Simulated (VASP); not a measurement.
# YBPd3 (Pm-3m) in VASP: further runs, part 2 of 2

VASP 6.6.1. Earlier steps stand in the parts before.

## Step 4: Single point, LDA

This run uses another cell than the first one, of 17.15 Å³/atom.

INCAR

```
SYSTEM = YBPd3
PREC = Accurate ; ENCUT = 520
EDIFF = 1E-6 ; ISMEAR = -1
SIGMA = 0.15 ; LREAL = .FALSE.
LASPH = .TRUE. ; NELM = 100
ALGO = Normal ; ISIF = 2
LWAVE = .FALSE. ; LCHARG = .TRUE.
GGA = CA ; LELF = .TRUE.
LVHAR = .TRUE. ; NBANDS = 30
```

KPOINTS

```
regular mesh
0
G
  6 6 6
  0 0 0
```

POSCAR

```
YBPd3
1.0
    4.4098621630      0.0000000000      0.0000000000
    0.0000000000      4.4098621630      0.0000000000
    0.0000000000      0.0000000000      4.4098621630
Y B Pd
1 1 3
Direct
    0.0000000000      0.0000000000      0.0000000000
    0.5000000000      0.5000000000      0.5000000000
    0.0000000000      0.5000000000      0.5000000000
    0.5000000000      0.5000000000      0.0000000000
    0.5000000000      0.0000000000      0.5000000000
```

Potentials or basis: VASP PAW LDA potentials, release 64 (Y_sv, B, Pd).

Run with:

```
$ cat potpaw_LDA.64/Y_sv/POTCAR potpaw_LDA.64/B/POTCAR potpaw_LDA.64/Pd/POTCAR > POTCAR
$ mpirun -np 1 vasp_std > vasp.out
```

OUTCAR:

```text
SYSTEM = YBPd3
   PREC = Accurate
   ENCUT = 520
   EDIFF = 1E-6
   ISMEAR = -1
   LREAL = .FALSE.
   LASPH = .TRUE.
   NELM = 100
   ISIF = 2
   GGA = CA

 ion  position               nearest neighbor table
   1  0.000  0.000  0.000-   3 3.12   4 3.12   5 3.12   3 3.12   5 3.12   3 3.12   4 3.12   3 3.12
                             4 3.12   5 3.12   5 3.12   4 3.12
   2  0.500  0.500  0.500-   3 2.20   4 2.20   5 2.20   4 2.20   5 2.20   3 2.20
   3  0.000  0.500  0.500-   2 2.20   2 2.20   4 3.12   5 3.12   1 3.12   4 3.12   1 3.12   5 3.12
                             1 3.12   1 3.12   4 3.12   5 3.12   4 3.12   5 3.12
   4  0.500  0.500  0.000-   2 2.20   2 2.20   3 3.12   5 3.12   1 3.12   3 3.12   5 3.12   1 3.12
                             5 3.12   5 3.12   1 3.12   3 3.12   3 3.12   1 3.12
   5  0.500  0.000  0.500-   2 2.20   2 2.20   3 3.12   4 3.12   1 3.12   4 3.12   1 3.12   3 3.12
                             4 3.12   4 3.12   1 3.12   3 3.12   1 3.12   3 3.12

  LATTYP: Found a simple cubic cell.
 ALAT       =     4.4098621630

  Lattice vectors:

 A1 = (   4.4098621630,   0.0000000000,   0.0000000000)
 A2 = (   0.0000000000,   4.4098621630,   0.0000000000)
 A3 = (   0.0000000000,   0.0000000000,   4.4098621630)

Analysis of symmetry for initial positions (statically):
=====================================================================
 Subroutine PRICEL returns:
 Original cell was already a primitive cell.

 Routine SETGRP: Setting up the symmetry group for a
 simple cubic supercell.

 Subroutine GETGRP returns: Found 48 space group operations
 (whereof 48 operations were pure point group operations)
 out of a pool of 48 trial point group operations.

The static configuration has the point symmetry O_h .

Analysis of symmetry for dynamics (positions and initial velocities):
=====================================================================
 Subroutine PRICEL returns:
 Original cell was already a primitive cell.
[... 128 lines left out ...]
     AMIX     =   0.40;   BMIX     =  1.00
     AMIX_MAG =   1.60;   BMIX_MAG =  1.00
  volume/ion in A,a.u.               =      17.15       115.74
  Fermi-wavevector in a.u.,A,eV,Ry     =   1.310592  2.476659 23.370051  1.717650
  Thomas-Fermi vector in A             =   2.441111
   LORBIT       =      0    0 simple, 1 ext, 2 COOP (PROOUT), +10 PAW based schemes
   GGA     = CA    functional components
   LHFCALC =     F    Hartree Fock is set to
   AEXX    =    0.0000 exact exchange contribution
   IVDW    =     0    specifies the selected vdW correction
   LEPSILON=     F    determine dielectric tensor
   LRPA    =     F    only Hartree local field effects (RPA)
 non-spin polarized calculation
  energy-cutoff  :      520.00
  volume of cell :       85.76
 maximum number of plane-waves:      2332
 NGX is ok and might be reduce to    36
   NGX = 17   NGY = 17   NGZ = 17

 number of electron      44.0000006 magnetization

 Free energy of the ion-electron system (eV)
  ---------------------------------------------------
  ext. energy  EPLUGINS =         0.00000000
  ---------------------------------------------------
  free energy    TOTEN  =       -36.61505017 eV

  energy without entropy =      -36.38675827  energy(sigma->0) =      -36.50090422

 E-fermi :   6.9045     XC(G=0): -11.8495

 val. band max:        6.8771385090   @ k =   0.1667   0.1667   0.0000
 cond. band min:       6.9106291089   @ k =   0.5000   0.1667   0.0000
 fundamental gap:      0.0334905999
 Fermi energy:         6.9044994985

 k-point     1 :       0.0000    0.0000    0.0000
  band No.  band energies     occupation
      1     -36.1244      2.00000
      2     -16.1825      2.00000
      3     -16.1825      2.00000
      4     -16.1825      2.00000
      5      -2.6814      2.00000
      6       1.4169      2.00000
[... 649 lines left out ...]
     29      12.0654      0.00000
     30      12.0654      0.00000

------------------------ aborting loop because EDIFF is reached ----------------------------------------

  FORCE on cell =-STRESS in cart. coord.  units (eV):
  Direction    XX          YY          ZZ          XY          YZ          ZX
  --------------------------------------------------------------------------------------
  -------------------------------------------------------------------------------------
  Total       -8.8150336     -8.8150336     -8.8150336      0.0000000      0.0000000     -0.0000000
  in kB     -164.6870722   -164.6870722   -164.6870722      0.0000000      0.0000000     -0.0000000
  external PRESSURE =    -164.6870722 kB  Pullay stress =       0.0000000 kB

 VOLUME and BASIS-vectors are now :
 -----------------------------------------------------------------------------
  energy-cutoff  :      520.00
  volume of cell :       85.76
      direct lattice vectors                 reciprocal lattice vectors
     4.409862163  0.000000000  0.000000000     0.226764457  0.000000000  0.000000000
     0.000000000  4.409862163  0.000000000     0.000000000  0.226764457  0.000000000
     0.000000000  0.000000000  4.409862163     0.000000000  0.000000000  0.226764457

 POSITION                                       TOTAL-FORCE (eV/Angst)
 -----------------------------------------------------------------------------------
      0.00000      0.00000      0.00000         0.000000      0.000000      0.000000
      2.20493      2.20493      2.20493         0.000000      0.000000      0.000000
      0.00000      2.20493      2.20493         0.000000      0.000000      0.000000
      2.20493      2.20493      0.00000         0.000000      0.000000      0.000000
      2.20493      0.00000      2.20493         0.000000      0.000000      0.000000
 -----------------------------------------------------------------------------------
    total drift:                                0.000000      0.000000      0.000000

  FREE ENERGIE OF THE ION-ELECTRON SYSTEM (eV)
  ---------------------------------------------------
  free  energy   TOTEN  =       -36.6150501665 eV

  energy  without entropy=      -36.3867582726  energy(sigma->0) =      -36.50090422
```

stdout:

```text
POSCAR found type information on POSCAR Y B Pd
 POSCAR found :  3 types and       5 ions
 scaLAPACK will be used
 LDA part: xc-table for (Slater(with rela. corr.)+CA(PZ))
 , standard interpolation
 POSCAR, INCAR and KPOINTS ok, starting setup
 FFT: planning ... GRIDC
 FFT: planning ... GRID_SOFT
 FFT: planning ... GRID
 WAVECAR not read
 entering main loop
```

It took 87 s on 1 thread of Intel Xeon 8259CL, shared host; peak memory 0.21 GiB.

Results:

* Free energy: -36.6151 eV
* Pressure: -16.5 GPa
* Band gap on the k mesh: zero (bands 22 and 23 overlap by 1.63 eV)

Levels at points of the mesh, in eV from the Fermi level:
| k point | band 18 | band 19 | band 20 | band 21 | band 22 | band 23 | band 24 | band 25 | band 26 | band 27 |
| --- | --- | --- | --- | --- | --- | --- | --- | --- | --- | --- |
| (0.00, 0.00, 0.00) | -1.54 | -1.54 | -1.54 | -1.28 | -1.28 | -1.28 | 1.70 | 1.70 | 3.78 | 3.78 |
| (0.50, 0.00, 0.00) | -2.51 | -2.51 | -2.19 | -1.54 | 0.35 | 0.35 | 1.50 | 2.49 | 2.49 | 2.76 |
| (0.50, 0.50, 0.00) | -2.60 | -2.43 | -2.34 | -1.38 | -0.43 | -0.43 | 1.67 | 1.67 | 2.19 | 2.23 |
| (0.50, 0.50, 0.50) | -1.66 | -1.66 | -1.66 | 0.23 | 0.23 | 0.23 | 0.41 | 0.41 | 0.41 | 3.66 |

Caveat: the cell stands under tension.

## Step 5: Overview

```tsv
cell	gap on the mesh (eV)	pressure (GPa)
a = 4.354 Å, 5 atoms	none	-12.6
a = 4.382 Å, 5 atoms	none	-14.7
a = 4.410 Å, 5 atoms	none	-16.5
```

Alike in all rows: task single point; level LDA; potentials or basis VASP PAW LDA potentials, release 64 (Y_sv, B, Pd); no spin polarisation; k mesh 6 × 6 × 6; cutoff (eV) 520; smearing fermi-dirac 0.15 eV.

Caveats: the cell stands under tension.

Absolute energies hang on the potentials; compare differences alone.

The gap in the log of VASP goes by the Fermi energy; the results here count the filled bands.